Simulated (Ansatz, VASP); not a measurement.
Two plane-wave programs on Ta2N

Contents of INCAR:

```
SYSTEM = Ta2N
PREC = Accurate
ENCUT = 520
EDIFF = 1E-6
ISMEAR = 0
SIGMA = 0.1
LREAL = .FALSE.
LASPH = .TRUE.
NELM = 150
ALGO = Normal
ISIF = 2
LWAVE = .FALSE.
LCHARG = .FALSE.
LMAXMIX = 4
LDAU = .TRUE.
LDAUTYPE = 2
LDAUL = 2 -1
LDAUU = 2 0
LDAUJ = 0 0
LDAUPRINT = 1
GGA = PS
NBANDS = 20
```

KPOINTS

```
regular mesh
0
G
  10 10 6
  0 0 0
```

File POSCAR:

```
Ta2N
1.0
    3.1538249076      0.0000000000      0.0000000000
   -1.5769124538      2.7312924890      0.0000000000
    0.0000000000      0.0000000000      4.9339252043
Ta N
2 1
Direct
    0.3333333333      0.6666666667      0.2547110000
    0.6666666667      0.3333333333      0.7452890000
    0.0000000000      0.0000000000      0.0000000000
```

The input input.yaml:

```yaml
crystal:
  lattice:
    - [3.1538249076, 0.0, 0.0]
    - [-1.5769124538, 2.731292489, 0.0]
    - [0.0, 0.0, 4.9339252043]
  atoms:
    - { symbol: Ta, position: [0.3333333333, 0.6666666667, 0.254711] }
    - { symbol: Ta, position: [0.6666666667, 0.3333333333, 0.745289] }
    - { symbol: "N", position: [0.0, 0.0, 0.0] }
hamiltonian:
  xc: pbesol
  pseudopotentials: { kind: paw, partial_waves: polarizable }
  hubbard: { sites: [{ species: Ta, l: d, u_eff: 2.0 }], projectors: atomic }
kpoints:
  mp_grid: { grid: [10, 10, 6] }
scf:
  occupations: { method: gaussian, width: 0.1 }
output:
  forces: true
  stress: true
  eigenvalues: true
```

Alike in both runs: task single point; functional PBEsol; k mesh 10 × 10 × 6; occupations gaussian, width 0.1 eV; no spin polarisation; Hubbard terms Ta d U = 2.0 eV.

|  | VASP | Ansatz |
| --- | --- | --- |
| version | VASP 6.6.1 | Ansatz 0.2.0 |
| potentials or method | VASP PAW PBE potentials, release 64 (Ta_pv, N) | Ansatz PAW polarizable |
| plane-wave cutoff (eV) | 520 | 420 |
| valence electrons in the cell | 27 | 31 |

```csv
,VASP,Ansatz,Ansatz less VASP
gap on the k mesh at the Fermi level (eV),none,none,-
pressure (GPa),-13.2,-21.7,-8.43
"traceless stress, the component that is largest in VASP (GPa)",1.44,0.31,-1.132
rms of the force components (eV/Å),0.091,0.244,+0.1528
```

VASP's potentials were made for PBE, not for PBEsol. The programs project onto different local orbitals, so the same U acts differently, and such runs can settle in different states. Atom by atom the forces differ by 0.153 eV/Å (rms over components). A gap of «none» marks a metal or a gap that the smearing closes. VASP's potentials hold 27 valence electrons a cell and Ansatz's 31, so a difference there can come from the potentials and not from the codes.

Neither program's run includes spin-orbit coupling.
